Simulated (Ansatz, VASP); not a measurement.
# HfN: VASP beside Ansatz

```
Hf N
1.0
     0.00000    2.27381    2.27381
     2.27381    0.00000    2.27381
     2.27381    2.27381    0.00000
Hf N
1 1
Direct
  0.00000 0.00268 0.00000
  0.50000 0.46587 0.50000
```

Change from the starting cell: mode 4 frozen in at -0.078 Å and mode 6 at -0.078 Å (largest displacements).

Alike in both runs: task single point; functional PBE; k mesh 16 × 16 × 16; occupations gaussian, width 0.15 eV; no spin polarisation.

|  | VASP | Ansatz |
| --- | --- | --- |
| version | VASP 6.6.1 | Ansatz 0.2.0 |
| potentials or method | VASP PAW PBE potentials, release 64 (Hf_pv, N), cutoff 520 eV | scalar-relativistic, plane waves, PAW |
| valence electrons in the cell | 15 | 31 |

Ansatz gave:

```
gap on the k mesh at the Fermi level (eV)                     : none
pressure (GPa)                                                : 1.8
traceless stress, the component that is largest in VASP (GPa) : -1.71
rms of the force components (eV/Å)                            : 0.743
```

Problem. Estimate VASP's values.

Solution. gap on the k mesh at the Fermi level (eV): none; pressure (GPa): -0.5; traceless stress, the component that is largest in VASP (GPa): -1.69; rms of the force components (eV/Å): 0.741.

Atom by atom the forces differ by 0.001 eV/Å (rms over components). A gap of «none» marks a metal or a gap that the smearing closes. VASP's potentials hold 15 valence electrons a cell and Ansatz's 31, so a difference there can come from the potentials and not from the codes.

Spin-orbit coupling is off throughout.
